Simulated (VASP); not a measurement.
# NaH (Fm-3m) in VASP: a series of runs

The runs below take NaH through single point, with r2SCAN, PBE, HSE06.

All numbers are computed with VASP 6.6.1; they aren't measurements. Logs are shortened: lines on timing, memory, paths and dates and some standing lists are left out, and cuts for length are marked.

## Step 1: The cell of the first run

Symmetry: Fm-3m, No. 225, cubic system. Conventional cell: a = 4.795 Å, b = 4.795 Å, c = 4.795 Å, α = 90.00°, β = 90.00°, γ = 90.00°. Within 3.2 Å of Na (site symmetry m-3m) lie 6 H at 2.40 Å. H (site symmetry m-3m) has 6 Na at 2.40 Å within 3.2 Å.

## Step 2: Single point, r2SCAN

Contents of POSCAR:

```
NaH
1.0
    0.0000000000      2.3975116394      2.3975116394
    2.3975116394      0.0000000000      2.3975116394
    2.3975116394      2.3975116394      0.0000000000
Na H
1 1
Direct
    0.0000000000      0.0000000000      0.0000000000
    0.5000000000      0.5000000000      0.5000000000
```

Contents of INCAR.step1:

```
SYSTEM = NaH
PREC = Accurate ; ENCUT = 520
ISMEAR = 0 ; SIGMA = 0.01
LREAL = .FALSE. ; LASPH = .TRUE.
NELM = 100 ; NBANDS = 11
GGA = PE ; ALGO = Normal
EDIFF = 1E-4 ; LWAVE = .TRUE.
LCHARG = .FALSE.
```

Contents of INCAR.step2:

```
SYSTEM = NaH
PREC = Accurate ; ENCUT = 520
EDIFF = 1E-6 ; ISMEAR = 0
SIGMA = 0.01 ; LREAL = .FALSE.
LASPH = .TRUE. ; NELM = 100
ALGO = Normal ; ISIF = 2
LWAVE = .FALSE. ; LCHARG = .FALSE.
METAGGA = R2SCAN ; LMIXTAU = .TRUE.
NBANDS = 11 ; ISTART = 1
```

Contents of KPOINTS:

```
regular mesh
0
G
  4 4 4
  0 0 0
```

Potentials or basis: VASP PAW PBE potentials, release 64 (Na_pv, H).

Command:

```
$ cat potpaw_PBE.64/Na_pv/POTCAR potpaw_PBE.64/H/POTCAR > POTCAR
$ cp INCAR.step1 INCAR
$ mpirun -np 1 vasp_std > vasp.out
$ cp INCAR.step2 INCAR
$ mpirun -np 1 vasp_std > vasp.out
```

OUTCAR:

```text
SYSTEM = NaH
   PREC = Accurate
   ENCUT = 520
   EDIFF = 1E-6
   ISMEAR = 0
   LREAL = .FALSE.
   LASPH = .TRUE.
   NELM = 100
   ISIF = 2
   METAGGA = R2SCAN
   ISTART = 1

 ion  position               nearest neighbor table
   1  0.000  0.000  0.000-
   2  0.500  0.500  0.500-

  LATTYP: Found a face centered cubic cell.
 ALAT       =     4.7950232788

  Lattice vectors:

 A1 = (   0.0000000000,   2.3975116394,   2.3975116394)
 A2 = (   2.3975116394,   0.0000000000,   2.3975116394)
 A3 = (   2.3975116394,   2.3975116394,   0.0000000000)

Analysis of symmetry for initial positions (statically):
=====================================================================
 Subroutine PRICEL returns:
 Original cell was already a primitive cell.

 Routine SETGRP: Setting up the symmetry group for a
 face centered cubic supercell.

 Subroutine GETGRP returns: Found 48 space group operations
 (whereof 48 operations were pure point group operations)
 out of a pool of 48 trial point group operations.

The static configuration has the point symmetry O_h .

Analysis of symmetry for dynamics (positions and initial velocities):
=====================================================================
 Subroutine PRICEL returns:
 Original cell was already a primitive cell.

 Routine SETGRP: Setting up the symmetry group for a
 face centered cubic supercell.

 Subroutine GETGRP returns: Found 48 space group operations
 (whereof 48 operations were pure point group operations)
 out of a pool of 48 trial point group operations.

The dynamic configuration has the point symmetry O_h .

 Subroutine INISYM returns: Found 48 space group operations
 (whereof 48 operations are pure point group operations),
 and found     1 'primitive' translations

----------------------------------------------------------------------------------------

                                     Primitive cell

  volume of cell :      27.5621

  direct lattice vectors                    reciprocal lattice vectors
     0.000000000  2.397511639  2.397511639    -0.208549561  0.208549561  0.208549561
     2.397511639  0.000000000  2.397511639     0.208549561 -0.208549561  0.208549561
     2.397511639  2.397511639  0.000000000     0.208549561  0.208549561 -0.208549561

  length of vectors
     3.390593476  3.390593476  3.390593476     0.361218436  0.361218436  0.361218436

  position of ions in fractional coordinates (direct lattice)
     0.000000000  0.000000000  0.000000000
     0.500000000  0.500000000  0.500000000

  ion indices of the primitive-cell ions
   primitive index   ion index
                 1           1
                 2           2

----------------------------------------------------------------------------------------

 KPOINTS: regular mesh

Automatic generation of k-mesh.
 Grid dimensions read from file:
 generate k-points for:    4    4    4

 Generating k-lattice:

  Cartesian coordinates                     Fractional coordinates (reciprocal lattice)
    -0.052137390  0.052137390  0.052137390     0.250000000  0.000000000  0.000000000
     0.052137390 -0.052137390  0.052137390     0.000000000  0.250000000  0.000000000
     0.052137390  0.052137390 -0.052137390     0.000000000  0.000000000  0.250000000

  Length of vectors
     0.090304609  0.090304609  0.090304609

  Shift w.r.t. Gamma in fractional coordinates (k-lattice)
     0.000000000  0.000000000  0.000000000

 Subroutine IBZKPT returns following result:
 ===========================================

 Found      8 irreducible k-points:

 Following reciprocal coordinates:
            Coordinates               Weight
  0.000000  0.000000  0.000000      1.000000
  0.250000  0.000000  0.000000      8.000000
  0.500000  0.000000  0.000000      4.000000
  0.250000  0.250000  0.000000      6.000000
  0.500000  0.250000  0.000000     24.000000
 -0.250000  0.250000  0.000000     12.000000
  0.500000  0.500000  0.000000      3.000000
 -0.250000  0.500000  0.250000      6.000000
   k-points           NKPTS =      8   k-points in BZ     NKDIM =      8   number of bands    NBANDS=     11
   number of dos      NEDOS =    301   number of ions     NIONS =      2
   total plane-waves  NPLWV =  21952
   dimension x,y,z NGX =    28 NGY =   28 NGZ =   28
   dimension x,y,z NGXF=    56 NGYF=   56 NGZF=   56
   ions per type =               1   1
   NGX,Y,Z   is equivalent  to a cutoff of  13.73, 13.73, 13.73 a.u.
   NGXF,Y,Z  is equivalent  to a cutoff of  27.46, 27.46, 27.46 a.u.
 SYSTEM =  NaH
   PREC   = accura    normal or accurate (medium, high low for compatibility)
   ISTART =      1    job   : 0-new  1-cont  2-samecut
   ICHARG =      0    charge: 1-file 2-atom 10-const
   ISPIN  =      1    spin polarized calculation?
   LNONCOLLINEAR =      F non collinear calculations
   LSORBIT =      F    spin-orbit coupling
   LASPH  =      T    aspherical Exc in radial PAW
   ENCUT  =  520.0 eV  38.22 Ry    6.18 a.u.   6.30  6.30  6.30*2*pi/ulx,y,z
   NELM   =    100;   NELMIN=  2; NELMDL=  0     # of ELM steps
   EDIFF  = 0.1E-05   stopping-criterion for ELM
   LREAL  =      F    real-space projection
   EDIFFG = 0.1E-04   stopping-criterion for IOM
   NSW    =      0    number of steps for IOM
   IBRION =     -1    ionic relax: 0-MD 1-quasi-New 2-CG
   NFREE  =      0    steps in history (QN), initial steepest desc. (CG)
   ISIF   =      2    stress and relaxation
   ISYM   =      2    0-nonsym 1-usesym 2-fastsym
   POTIM  = 0.5000    time-step for ionic-motion
   TEBEG  =    0.0;   TEEND  =   0.0 temperature during run
   PSTRESS=    0.0 pullay stress
   NELECT =       8.0000    total number of electrons
   NUPDOWN=      -1.0000    fix difference up-down
   EMIN   =  10.00;   EMAX   =-10.00  energy-range for DOS
   EFERMI =   0.00;   METHOD = LEGACY
   ISMEAR =     0;   SIGMA  =   0.01  broadening in eV -4-tet -1-fermi 0-gaus
   EFERMI_NEDOS =   21; number of points for ismear=-14 and -15
   IALGO  =     38    algorithm
   IMIX   =      4    mixing-type and parameters
     AMIX     =   0.40;   BMIX     =  1.00
     AMIX_MAG =   1.60;   BMIX_MAG =  1.00
  volume/ion in A,a.u.               =      13.78        93.00
  Fermi-wavevector in a.u.,A,eV,Ry     =   1.083929  2.048328 15.985508  1.174902
  Thomas-Fermi vector in A             =   2.220007
   LORBIT       =      0    0 simple, 1 ext, 2 COOP (PROOUT), +10 PAW based schemes
   METAGGA = R2SCAN    functional components
   LHFCALC =     F    Hartree Fock is set to
   AEXX    =    0.0000 exact exchange contribution
   IVDW    =     0    specifies the selected vdW correction
   LEPSILON=     F    determine dielectric tensor
   LRPA    =     F    only Hartree local field effects (RPA)
 non-spin polarized calculation
 Gauss-broadening in eV      SIGMA  =   0.01
  energy-cutoff  :      520.00
  volume of cell :       27.56
 maximum number of plane-waves:       754
 NGX is ok and might be reduce to    28
   NGX = 13   NGY = 13   NGZ = 13

 number of electron       7.9999992 magnetization

 Free energy of the ion-electron system (eV)
  ---------------------------------------------------
  ext. energy  EPLUGINS =         0.00000000
  ---------------------------------------------------
  free energy    TOTEN  =        -7.60236726 eV

  energy without entropy =       -7.60236726  energy(sigma->0) =       -7.60236726

 E-fermi :  -1.3283     XC(G=0):  -8.2243

 val. band max:       -1.3827485407   @ k =  -0.2500   0.5000   0.2500
 cond. band min:       3.0292001394   @ k =   0.5000   0.0000   0.0000
 fundamental gap:      4.4119486801
 Fermi energy:        -1.3283467994

 k-point     1 :       0.0000    0.0000    0.0000
  band No.  band energies     occupation
      1     -24.2385      2.00000
      2     -24.2382      2.00000
      3     -24.2382      2.00000
      4      -4.9977      2.00000
      5      10.2740      0.00000
      6      15.1472      0.00000
      7      15.1472      0.00000
      8      15.1472      0.00000
      9      16.1300      0.00000
     10      16.1300      0.00000
     11      16.1300      0.00000

 k-point     2 :       0.2500    0.0000    0.0000
  band No.  band energies     occupation
      1     -24.2867      2.00000
      2     -24.2441      2.00000
      3     -24.2438      2.00000
      4      -3.9443      2.00000
      5       6.6311      0.00000
      6      11.1955      0.00000
      7      13.4374      0.00000
      8      13.4377      0.00000
      9      17.2150      0.00000
     10      17.2156      0.00000
     11      18.8365      0.00000

 k-point     3 :       0.5000    0.0000    0.0000
  band No.  band energies     occupation
      1     -24.3342      2.00000
      2     -24.2496      2.00000
      3     -24.2493      2.00000
      4      -2.2265      2.00000
      5       3.0292      0.00000
      6      10.4748      0.00000
      7      12.6774      0.00000
      8      12.6779      0.00000
      9      16.4667      0.00000
     10      16.4676      0.00000
     11      19.0133      0.00000

 k-point     4 :       0.2500    0.2500    0.0000
  band No.  band energies     occupation
      1     -24.2834      2.00000
      2     -24.2545      2.00000
      3     -24.2543      2.00000
      4      -3.6281      2.00000
      5       6.8845      0.00000
      6      11.0618      0.00000
      7      11.4600      0.00000
      8      11.4600      0.00000
      9      14.7674      0.00000
     10      19.7599      0.00000
     11      22.1868      0.00000

 k-point     5 :       0.5000    0.2500    0.0000
  band No.  band energies     occupation
      1     -24.3152      2.00000
      2     -24.2733      2.00000
      3     -24.2601      2.00000
      4      -1.9893      2.00000
      5       4.3237      0.00000
      6       7.1290      0.00000
      7      11.0315      0.00000
      8      12.3294      0.00000
      9      16.8109      0.00000
     10      19.8355      0.00000
     11      20.3261      0.00000

 k-point     6 :      -0.2500    0.2500    0.0000
  band No.  band energies     occupation
      1     -24.3062      2.00000
      2     -24.2754      2.00000
      3     -24.2496      2.00000
      4      -2.5395      2.00000
      5       5.1945      0.00000
      6       6.7599      0.00000
      7      12.4521      0.00000
      8      13.4643      0.00000
      9      18.2917      0.00000
     10      18.4581      0.00000
     11      19.6176      0.00000

 k-point     7 :       0.5000    0.5000    0.0000
  band No.  band energies     occupation
      1     -24.3227      2.00000
      2     -24.2707      2.00000
      3     -24.2705      2.00000
      4      -1.5559      2.00000
      5       3.8584      0.00000
      6       9.4142      0.00000
      7      10.1552      0.00000
      8      10.1553      0.00000
      9      11.9176      0.00000
     10      23.8672      0.00000
     11      25.5160      0.00000

 k-point     8 :      -0.2500    0.5000    0.2500
  band No.  band energies     occupation
      1     -24.2967      2.00000
      2     -24.2965      2.00000
      3     -24.2728      2.00000
      4      -1.3827      2.00000
      5       5.2990      0.00000
      6       5.2993      0.00000
      7       7.9837      0.00000
      8      16.5631      0.00000
      9      17.5087      0.00000
     10      17.5089      0.00000
     11      19.2674      0.00000

------------------------ aborting loop because EDIFF is reached ----------------------------------------

  FORCE on cell =-STRESS in cart. coord.  units (eV):
  Direction    XX          YY          ZZ          XY          YZ          ZX
  --------------------------------------------------------------------------------------
  -------------------------------------------------------------------------------------
  Total       -0.0536470     -0.0536470     -0.0536470     -0.0000000      0.0000000      0.0000000
  in kB       -3.1184841     -3.1184841     -3.1184841     -0.0000000      0.0000000      0.0000000
  external PRESSURE =      -3.1184841 kB  Pullay stress =       0.0000000 kB

 VOLUME and BASIS-vectors are now :
 -----------------------------------------------------------------------------
  energy-cutoff  :      520.00
  volume of cell :       27.56
      direct lattice vectors                 reciprocal lattice vectors
     0.000000000  2.397511639  2.397511639    -0.208549561  0.208549561  0.208549561
     2.397511639  0.000000000  2.397511639     0.208549561 -0.208549561  0.208549561
     2.397511639  2.397511639  0.000000000     0.208549561  0.208549561 -0.208549561

 POSITION                                       TOTAL-FORCE (eV/Angst)
 -----------------------------------------------------------------------------------
      0.00000      0.00000      0.00000        -0.000000     -0.000000     -0.000000
      2.39751      2.39751      2.39751         0.000000      0.000000      0.000000
 -----------------------------------------------------------------------------------
    total drift:                               -0.000000     -0.000000     -0.000000

  FREE ENERGIE OF THE ION-ELECTRON SYSTEM (eV)
  ---------------------------------------------------
  free  energy   TOTEN  =        -7.6023672566 eV

  energy  without entropy=       -7.6023672566  energy(sigma->0) =       -7.60236726
```

Wall time 15 s (1 thread of Intel Xeon 6975P-C, shared host); peak memory 0.15 GiB.

Results:

```yaml
Free_energy: -7.6024 eV
Pressure: -0.3 GPa
Band_gap_on_the_k_mesh: 4.41 eV, indirect (least direct gap 5.26 eV)
```

Caveat: the k points lie up to 0.57 Å⁻¹ apart; the PAW data sets were made with another functional, which shifts forces and pressure a little. A k mesh can miss the band edges.

## Step 3: Single point, PBE

Contents of INCAR:

```
PREC = Accurate
ENCUT = 520
EDIFF = 1E-6
ISMEAR = 0
SIGMA = 0.01
LREAL = False
LASPH = True
NELM = 80
ALGO = Normal
ISIF = 2
LWAVE = False
LCHARG = False
GGA = PE
NBANDS = 11
```

Contents of KPOINTS:

```
Automatic mesh
0
Gamma
  8 8 8
```

POSCAR is that of step 2.

Potentials or basis: VASP PAW PBE potentials, release 64 (Na_pv, H).

Command:

```
$ cat potpaw_PBE.64/Na_pv/POTCAR potpaw_PBE.64/H/POTCAR > POTCAR
$ mpirun -np 1 vasp_std > vasp.out
```

Wall time 7.6 s (1 thread of Intel Xeon 6975P-C, shared host); peak memory 0.15 GiB.

It converged, with:

| Quantity | Value |
| --- | --- |
| Free energy | -5.0864 eV |
| Pressure | 0.5 GPa |
| Band gap on the k mesh | 3.80 eV, indirect (least direct gap 4.67 eV) |

Levels at points of the mesh, in eV from the valence-band top:
```tsv
k point	band 1	band 2	band 3	band 4	band 5	band 6	band 7	band 8
(0.00, 0.00, 0.00)	-22.06	-22.06	-22.06	-3.68	10.63	15.78	15.78	15.78
(0.50, 0.00, 0.00)	-22.16	-22.07	-22.07	-0.87	3.80	10.94	13.53	13.53
(0.50, 0.50, 0.00)	-22.15	-22.10	-22.10	-0.18	4.68	10.12	10.82	10.82
```

A k mesh can miss the band edges. PBE gaps usually lie below the measured ones, often by a third to a half.

## Step 4: Single point, HSE06

POSCAR is that of step 3.

Contents of INCAR.step1:

```
SYSTEM = NaH
PREC = Accurate ; ENCUT = 520
EDIFF = 1E-5 ; ISMEAR = 0
SIGMA = 0.01 ; LREAL = .FALSE.
LASPH = .TRUE. ; NELM = 80
ALGO = Normal ; ISIF = 2
LWAVE = .TRUE. ; LCHARG = .FALSE.
NBANDS = 11 ; GGA = PE
```

Contents of INCAR.step2:

```
SYSTEM = NaH
PREC = Accurate ; ENCUT = 520
EDIFF = 1E-7 ; ISMEAR = 0
SIGMA = 0.01 ; LREAL = .FALSE.
LASPH = .TRUE. ; NELM = 80
ALGO = Normal ; ISIF = 2
LWAVE = .FALSE. ; LCHARG = .FALSE.
GGA = PE ; LHFCALC = .TRUE.
HFSCREEN = 0.2079 ; PRECFOCK = Normal
NBANDS = 11 ; ISTART = 1
```

Contents of KPOINTS:

```
regular mesh
0
G
  4 4 4
  0 0 0
```

Command:

```
$ cat potpaw_PBE.64/Na_pv/POTCAR potpaw_PBE.64/H/POTCAR > POTCAR
$ cp INCAR.step1 INCAR
$ mpirun -np 1 vasp_std > vasp.out
$ cp INCAR.step2 INCAR
$ mpirun -np 1 vasp_std > vasp.out
```

Run time: 46 s. Hardware: 1 thread of Intel Xeon 6975P-C, shared host; peak memory 0.25 GiB.

The run converged. Its results:

```
Free energy            : -5.7630 eV
Pressure               : 0.2 GPa
Band gap on the k mesh : 4.85 eV, indirect (least direct gap 5.81 eV)
```

Levels at points of the mesh, in eV from the valence-band top:
```
           k point  band 1  band 2  band 3  band 4  band 5  band 6  band 7  band 8
(0.00, 0.00, 0.00)  -24.35  -24.35  -24.35   -4.02   12.19   17.18   17.18   17.18
(0.50, 0.00, 0.00)  -24.45  -24.36  -24.36   -0.97    4.85   12.33   14.94   14.94
(0.50, 0.50, 0.00)  -24.43  -24.38  -24.38   -0.19    5.72   11.35   12.13   12.13
```

Caveat: the k points lie up to 0.57 Å⁻¹ apart; the PAW data sets were made with another functional, which shifts forces and pressure a little. A k mesh can miss the band edges.

## Step 5: Overview

```csv
level,k mesh,grid for exact exchange (PRECFOCK),screening parameter,gap on the mesh (eV),pressure (GPa)
r2SCAN,4 × 4 × 4,-,-,4.41,-0.3
PBE,8 × 8 × 8,-,-,3.80,0.5
HSE06,4 × 4 × 4,Normal,0.2079 1/Å,4.85,0.2
```

Alike in all rows: task single point; potentials or basis VASP PAW PBE potentials, release 64 (Na_pv, H); no spin polarisation; cell as given; cutoff (eV) 520; smearing gaussian 0.01 eV.

Caveats: some runs use coarse meshes; the PAW data sets were made with another functional, which shifts forces and pressure a little (some runs).

Total energies depend on the potentials used, so only differences within one code and one set of settings carry meaning.
